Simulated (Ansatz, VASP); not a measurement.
# One calculation of C, two programs

```xyz
2
Lattice="1.2280 0.7090 3.3470 -1.2280 0.7090 3.3470 0.0000 -1.4180 3.3470" Properties=species:S:1:pos:R:3 pbc="T T T"
C     0.0000    0.0000    1.7967
C     0.0000    0.0000    8.3943
```

Alike in both runs: task single point; functional LDA; k mesh 12 × 12 × 12; occupations gaussian, width 0.05 eV; no spin polarisation.

|  | VASP | Ansatz |
| --- | --- | --- |
| version | VASP 6.6.1 | Ansatz 0.2.0 |
| potentials or method | VASP PAW LDA potentials, release 64 (C), cutoff 520 eV | scalar-relativistic, plane waves, PAW |
| valence electrons in the cell | 8 | 8 |

```tsv
	VASP	Ansatz	Ansatz less VASP
gap on the k mesh at the Fermi level (eV)	0.53	0.53	-0.002
least direct gap on the mesh (eV)	0.53	0.53	-0.002
pressure (GPa)	-3.7	-4.5	-0.81
traceless stress, the component that is largest in VASP (GPa)	1.84	2.75	+0.912
rms of the force components (eV/Å)	0.980	0.986	+0.0061
```

LDA's correlation is that of Perdew and Zunger in VASP and of Perdew and Wang (1992) in Ansatz. Atom by atom the forces differ by 0.006 eV/Å (rms over components).
